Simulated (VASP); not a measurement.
# Ge4MoW (Pmc2_1) in VASP: single point with PBE

Aim: the single point of Ge4MoW with PBE.

All numbers are computed with VASP 6.6.1; they aren't measurements. Logs are shortened: lines on timing, memory, paths and dates and some standing lists are left out, and cuts for length are marked.

### Step 1. The cell of the first run

It takes space group Pmc2_1 (No. 26, orthorhombic). The conventional cell has a = 3.483 Å, b = 8.623 Å, c = 6.415 Å, α = 90.00°, β = 90.00°, γ = 90.00°. Within 3.6 Å of Ge (site symmetry m) lie 10 Ge at 2.56 to 3.56 Å and 2 Mo at 2.59 to 2.71 Å and 2 W at 2.64 Å. Within 3.6 Å of Ge (site symmetry m) lie 10 Ge at 2.56 to 3.55 Å and 2 W at 2.60 to 2.72 Å and 2 Mo at 2.62 Å. Ge (site symmetry m) has 4 W at 2.68 to 2.71 Å and 10 Ge at 2.72 to 3.56 Å and 1 Mo at 2.88 Å within 3.6 Å. Ge (site symmetry m) has 4 Mo at 2.67 to 2.72 Å and 10 Ge at 2.73 to 3.55 Å and 1 W at 2.88 Å within 3.6 Å. Within 3.5 Å of Mo (site symmetry m) lie 9 Ge at 2.59 to 2.88 Å and 4 Mo at 3.48 to 3.49 Å. Within 3.5 Å of W (site symmetry m) lie 9 Ge at 2.60 to 2.88 Å and 4 W at 3.48 Å.

### Step 2. Single point, PBE

The input, INCAR:

```
SYSTEM = Ge4MoW
  ALGO = Fast
  EDIFF = 1E-6
  ENCUT = 520
  GGA = PE
  ISIF = 2
  ISMEAR = 0
  LASPH = .True.
  LCHARG = .True.
  LELF = .True.
  LREAL = .False.
  LVHAR = .True.
  LWAVE = .False.
  NBANDS = 96
  NELM = 80
  PREC = Accurate
  SIGMA = 0.1
```

The input, KPOINTS:

```
k-points
0
Gamma
  6 2 4
  0 0 0
```

The input, POSCAR:

```
Ge4MoW
1.0
    3.4826536380      0.0000000000      0.0000000000
    0.0000000000      8.6230910894      0.0000000000
    0.0000000000      0.0000000000      6.4147794059
Ge Mo W
8 2 2
Direct
    0.5000000000      0.2916551924      0.1346605673
    0.0000000000      0.7900693999      0.3646153743
    0.5000000000      0.7083448076      0.6346605673
    0.0000000000      0.2099306001      0.8646153743
    0.5000000000      0.8823511078      0.0629559969
    0.0000000000      0.3825562965      0.4382928335
    0.5000000000      0.1176488922      0.5629559969
    0.0000000000      0.6174437035      0.9382928335
    0.5000000000      0.4208120440      0.7495732323
    0.5000000000      0.5791879560      0.2495732323
    0.0000000000      0.9212404446      0.7499019959
    0.0000000000      0.0787595554      0.2499019959
```

Potentials or basis: VASP PAW PBE potentials, release 64 (Ge_d, Mo_sv, W_sv).

Launch:

```bash
> cat potpaw_PBE.64/Ge_d/POTCAR potpaw_PBE.64/Mo_sv/POTCAR potpaw_PBE.64/W_sv/POTCAR > POTCAR
> mpirun -np 1 vasp_std > vasp.out
```

OUTCAR:

```text
SYSTEM = Ge4MoW
   EDIFF = 1E-6
   ENCUT = 520
   GGA = PE
   ISIF = 2
   ISMEAR = 0
   LASPH = .True.
   LREAL = .False.
   NELM = 80
   PREC = Accurate

 ion  position               nearest neighbor table
   1  0.500  0.292  0.135-   4 2.56   4 2.56  10 2.59  12 2.64  12 2.64   9 2.71   6 2.73   6 2.73

   2  0.000  0.790  0.365-   3 2.56   3 2.56  12 2.60  10 2.62  10 2.62  11 2.72   5 2.72   5 2.72

   3  0.500  0.708  0.635-   2 2.56   2 2.56   9 2.59  11 2.64  11 2.64  10 2.71   8 2.73   8 2.73

   4  0.000  0.210  0.865-   1 2.56   1 2.56  11 2.60   9 2.62   9 2.62  12 2.72   7 2.72   7 2.72

   5  0.500  0.882  0.063-  11 2.68  11 2.68  12 2.71  12 2.71   2 2.72   2 2.72  10 2.88
   6  0.000  0.383  0.438-   9 2.67   9 2.67  10 2.72  10 2.72   1 2.73   1 2.73  12 2.88
   7  0.500  0.118  0.563-  12 2.68  12 2.68  11 2.71  11 2.71   4 2.72   4 2.72   9 2.88
   8  0.000  0.617  0.938-  10 2.67  10 2.67   9 2.72   9 2.72   3 2.73   3 2.73  11 2.88
   9  0.500  0.421  0.750-   3 2.59   4 2.62   4 2.62   6 2.67   6 2.67   1 2.71   8 2.72   8 2.72
                             7 2.88  10 3.49  10 3.49
  10  0.500  0.579  0.250-   1 2.59   2 2.62   2 2.62   8 2.67   8 2.67   3 2.71   6 2.72   6 2.72
                             5 2.88   9 3.49   9 3.49
  11  0.000  0.921  0.750-   4 2.60   3 2.64   3 2.64   5 2.68   5 2.68   7 2.71   7 2.71   2 2.72
                             8 2.88  12 3.48  12 3.48
  12  0.000  0.079  0.250-   2 2.60   1 2.64   1 2.64   7 2.68   7 2.68   5 2.71   5 2.71   4 2.72
                             6 2.88  11 3.48  11 3.48

  LATTYP: Found a simple orthorhombic cell.
 ALAT       =     3.4826536380
 B/A-ratio  =     1.8419228763
 C/A-ratio  =     2.4760116812

  Lattice vectors:

 A1 = (  -3.4826536380,   0.0000000000,   0.0000000000)
 A2 = (   0.0000000000,   0.0000000000,   6.4147794059)
 A3 = (   0.0000000000,   8.6230910894,   0.0000000000)

Analysis of symmetry for initial positions (statically):
=====================================================================
 Subroutine PRICEL returns:
 Original cell was already a primitive cell.

 Routine SETGRP: Setting up the symmetry group for a
 simple orthorhombic supercell.

 Subroutine GETGRP returns: Found  4 space group operations
 (whereof  2 operations were pure point group operations)
 out of a pool of  8 trial point group operations.

The static configuration has the point symmetry C_1h.
 The point group associated with its full space group is C_2v.

Analysis of symmetry for dynamics (positions and initial velocities):
=====================================================================
 Subroutine PRICEL returns:
 Original cell was already a primitive cell.

 Routine SETGRP: Setting up the symmetry group for a
 simple orthorhombic supercell.

 Subroutine GETGRP returns: Found  4 space group operations
 (whereof  2 operations were pure point group operations)
 out of a pool of  8 trial point group operations.

The dynamic configuration has the point symmetry C_1h.
 The point group associated with its full space group is C_2v.

 Subroutine INISYM returns: Found  4 space group operations
 (whereof  2 operations are pure point group operations),
 and found     1 'primitive' translations

----------------------------------------------------------------------------------------

                                     Primitive cell

  volume of cell :     192.6438

  direct lattice vectors                    reciprocal lattice vectors
     3.482653638  0.000000000  0.000000000     0.287137368  0.000000000  0.000000000
     0.000000000  8.623091089  0.000000000     0.000000000  0.115967695  0.000000000
     0.000000000  0.000000000  6.414779406     0.000000000  0.000000000  0.155890006

  length of vectors
     3.482653638  8.623091089  6.414779406     0.287137368  0.115967695  0.155890006

  position of ions in fractional coordinates (direct lattice)
     0.500000000  0.291655192  0.134660567
     0.000000000  0.790069400  0.364615374
     0.500000000  0.708344808  0.634660567
     0.000000000  0.209930600  0.864615374
     0.500000000  0.882351108  0.062955997
     0.000000000  0.382556296  0.438292834
     0.500000000  0.117648892  0.562955997
     0.000000000  0.617443704  0.938292834
     0.500000000  0.420812044  0.749573232
     0.500000000  0.579187956  0.249573232
     0.000000000  0.921240445  0.749901996
     0.000000000  0.078759555  0.249901996

  ion indices of the primitive-cell ions
   primitive index   ion index
                 1           1
                 2           2
                 3           3
                 4           4
                 5           5
                 6           6
                 7           7
                 8           8
                 9           9
                10          10
                11          11
                12          12

----------------------------------------------------------------------------------------

 KPOINTS: k-points

Automatic generation of k-mesh.
 Grid dimensions read from file:
 generate k-points for:    6    2    4

 Generating k-lattice:

  Cartesian coordinates                     Fractional coordinates (reciprocal lattice)
     0.047856228  0.000000000  0.000000000     0.166666667  0.000000000  0.000000000
     0.000000000  0.057983848  0.000000000     0.000000000  0.500000000  0.000000000
     0.000000000  0.000000000  0.038972501     0.000000000  0.000000000  0.250000000

  Length of vectors
     0.047856228  0.057983848  0.038972501

  Shift w.r.t. Gamma in fractional coordinates (k-lattice)
     0.000000000  0.000000000  0.000000000

 Subroutine IBZKPT returns following result:
 ===========================================

 Found     24 irreducible k-points:

 Following reciprocal coordinates:
            Coordinates               Weight
  0.000000  0.000000  0.000000      1.000000
  0.166667  0.000000  0.000000      2.000000
  0.333333  0.000000  0.000000      2.000000
  0.500000  0.000000  0.000000      1.000000
  0.000000  0.500000  0.000000      1.000000
  0.166667  0.500000  0.000000      2.000000
[... 16 lines left out ...]
  0.333333  0.500000  0.500000      2.000000
  0.500000  0.500000  0.500000      1.000000
   k-points           NKPTS =     24   k-points in BZ     NKDIM =     24   number of bands    NBANDS=     96
   number of dos      NEDOS =    301   number of ions     NIONS =     12
   total plane-waves  NPLWV =  86016
   dimension x,y,z NGX =    28 NGY =   64 NGZ =   48
   dimension x,y,z NGXF=    56 NGYF=  128 NGZF=   96
   ions per type =               8   2   2
   NGX,Y,Z   is equivalent  to a cutoff of  13.37, 12.34, 12.44 a.u.
   NGXF,Y,Z  is equivalent  to a cutoff of  26.73, 24.68, 24.88 a.u.
 SYSTEM =  Ge4MoW
   PREC   = accura    normal or accurate (medium, high low for compatibility)
   ISTART =      0    job   : 0-new  1-cont  2-samecut
   ICHARG =      2    charge: 1-file 2-atom 10-const
   ISPIN  =      1    spin polarized calculation?
   LNONCOLLINEAR =      F non collinear calculations
   LSORBIT =      F    spin-orbit coupling
   LASPH  =      T    aspherical Exc in radial PAW
   ENCUT  =  520.0 eV  38.22 Ry    6.18 a.u.   6.48 16.03 11.93*2*pi/ulx,y,z
   NELM   =     80;   NELMIN=  2; NELMDL= -5     # of ELM steps
   EDIFF  = 0.1E-05   stopping-criterion for ELM
   LREAL  =      F    real-space projection
   EDIFFG = 0.1E-04   stopping-criterion for IOM
   NSW    =      0    number of steps for IOM
   IBRION =     -1    ionic relax: 0-MD 1-quasi-New 2-CG
   NFREE  =      0    steps in history (QN), initial steepest desc. (CG)
   ISIF   =      2    stress and relaxation
   ISYM   =      2    0-nonsym 1-usesym 2-fastsym
   POTIM  = 0.5000    time-step for ionic-motion
   TEBEG  =    0.0;   TEEND  =   0.0 temperature during run
   PSTRESS=    0.0 pullay stress
   NELECT =     168.0000    total number of electrons
   NUPDOWN=      -1.0000    fix difference up-down
   EMIN   =  10.00;   EMAX   =-10.00  energy-range for DOS
   EFERMI =   0.00;   METHOD = LEGACY
   ISMEAR =     0;   SIGMA  =   0.10  broadening in eV -4-tet -1-fermi 0-gaus
   EFERMI_NEDOS =   21; number of points for ismear=-14 and -15
   IALGO  =     68    algorithm
   IMIX   =      4    mixing-type and parameters
     AMIX     =   0.40;   BMIX     =  1.00
     AMIX_MAG =   1.60;   BMIX_MAG =  1.00
  volume/ion in A,a.u.               =      16.05       108.34
  Fermi-wavevector in a.u.,A,eV,Ry     =   1.564082  2.955687 33.284659  2.446353
  Thomas-Fermi vector in A             =   2.666759
   LORBIT       =      0    0 simple, 1 ext, 2 COOP (PROOUT), +10 PAW based schemes
   GGA     = PE    functional components
   LHFCALC =     F    Hartree Fock is set to
   AEXX    =    0.0000 exact exchange contribution
   IVDW    =     0    specifies the selected vdW correction
   LEPSILON=     F    determine dielectric tensor
   LRPA    =     F    only Hartree local field effects (RPA)
 non-spin polarized calculation
 RMM-DIIS sequential band-by-band and
 Gauss-broadening in eV      SIGMA  =   0.10
  energy-cutoff  :      520.00
  volume of cell :      192.64
 maximum number of plane-waves:      5236
 NGX is ok and might be reduce to    28
   NGX = 13   NGY = 33   NGZ = 23

 number of electron     167.9999845 magnetization

 Free energy of the ion-electron system (eV)
  ---------------------------------------------------
  ext. energy  EPLUGINS =         0.00000000
  ---------------------------------------------------
  free energy    TOTEN  =       -84.57872094 eV

  energy without entropy =      -84.56551963  energy(sigma->0) =      -84.57212028

 E-fermi :   9.4043     XC(G=0): -12.5042

 val. band max:        9.3803451691   @ k =   0.1667   0.0000   0.0000
 cond. band min:       9.4054363806   @ k =   0.0000   0.5000   0.0000
 fundamental gap:      0.0250912115
 Fermi energy:         9.4043127879

 k-point     1 :       0.0000    0.0000    0.0000
  band No.  band energies     occupation
      1     -64.6332      2.00000
      2     -64.6310      2.00000
      3     -51.4492      2.00000
      4     -51.4436      2.00000
      5     -28.9466      2.00000
      6     -28.8824      2.00000
[... 88 lines left out ...]
     95      12.9864      0.00000
     96      13.3620      0.00000

 k-point     2 :       0.1667    0.0000    0.0000
  band No.  band energies     occupation
      1     -64.6327      2.00000
      2     -64.6305      2.00000
      3     -51.4477      2.00000
      4     -51.4423      2.00000
      5     -28.9443      2.00000
      6     -28.8805      2.00000
[... 2167 lines left out ...]
     95      13.0252      0.00000
     96      13.1039      0.00000

 k-point    24 :       0.5000    0.5000    0.5000
  band No.  band energies     occupation
      1     -64.6300      2.00000
      2     -64.6300      2.00000
      3     -51.4409      2.00000
      4     -51.4409      2.00000
      5     -28.9353      2.00000
      6     -28.9353      2.00000
[... 88 lines left out ...]
     95      12.7027      0.00000
     96      12.7294      0.00000

------------------------ aborting loop because EDIFF is reached ----------------------------------------

  FORCE on cell =-STRESS in cart. coord.  units (eV):
  Direction    XX          YY          ZZ          XY          YZ          ZX
  --------------------------------------------------------------------------------------
  -------------------------------------------------------------------------------------
  Total        0.2937941      0.3103437      0.2409667      0.0000000      0.0000000      0.0000000
  in kB        2.4434230      2.5810630      2.0040688      0.0000000      0.0000000      0.0000000
  external PRESSURE =       2.3428516 kB  Pullay stress =       0.0000000 kB

 VOLUME and BASIS-vectors are now :
 -----------------------------------------------------------------------------
  energy-cutoff  :      520.00
  volume of cell :      192.64
      direct lattice vectors                 reciprocal lattice vectors
     3.482653638  0.000000000  0.000000000     0.287137368  0.000000000  0.000000000
     0.000000000  8.623091089  0.000000000     0.000000000  0.115967695  0.000000000
     0.000000000  0.000000000  6.414779406     0.000000000  0.000000000  0.155890006

 POSITION                                       TOTAL-FORCE (eV/Angst)
 -----------------------------------------------------------------------------------
      1.74133      2.51497      0.86382         0.000000      0.000033      0.004774
      0.00000      6.81284      2.33893         0.000000     -0.009647      0.001530
      1.74133      6.10812      4.07121         0.000000     -0.000033      0.004774
      0.00000      1.81025      5.54632         0.000000      0.009647      0.001530
      1.74133      7.60859      0.40385         0.000000     -0.003637      0.001749
      0.00000      3.29882      2.81155         0.000000     -0.002649     -0.004920
      1.74133      1.01450      3.61124         0.000000      0.003637      0.001749
      0.00000      5.32427      6.01894         0.000000      0.002649     -0.004920
      1.74133      3.62870      4.80835         0.000000      0.000991      0.000904
      1.74133      4.99439      1.60096         0.000000     -0.000991      0.000904
      0.00000      7.94394      4.81046         0.000000     -0.013319     -0.004036
      0.00000      0.67915      1.60307         0.000000      0.013319     -0.004036
 -----------------------------------------------------------------------------------
    total drift:                                0.000000     -0.000000      0.001131

  FREE ENERGIE OF THE ION-ELECTRON SYSTEM (eV)
  ---------------------------------------------------
  free  energy   TOTEN  =       -84.5787209360 eV

  energy  without entropy=      -84.5655196290  energy(sigma->0) =      -84.57212028
```

Run time: 11 min. Hardware: 1 thread of Oxide Virtual Turin-like, shared host; peak memory 0.47 GiB.

What came out:

| Item | Value |
| --- | --- |
| Free energy | -84.5787 eV |
| Pressure | 0.2 GPa |
| Largest force | 0.014 eV/Å |
| Band gap on the k mesh | zero (bands 84 and 85 overlap by 0.32 eV) |

Forces on the atoms (eV/Å):
```
Ge   0.000  0.000  0.005
Ge   0.000 -0.010  0.002
Ge   0.000  0.000  0.005
Ge   0.000  0.010  0.002
Ge   0.000 -0.004  0.002
Ge   0.000 -0.003 -0.005
Ge   0.000  0.004  0.002
Ge   0.000  0.003 -0.005
Mo   0.000  0.001  0.001
Mo   0.000 -0.001  0.001
W    0.000 -0.013 -0.004
W    0.000  0.013 -0.004
```

Caveat: the k points lie up to 0.36 Å⁻¹ apart; spin-orbit coupling is left out, which moves the levels of the heavy elements.

The gap in the log of VASP goes by the Fermi energy; the results here count the filled bands.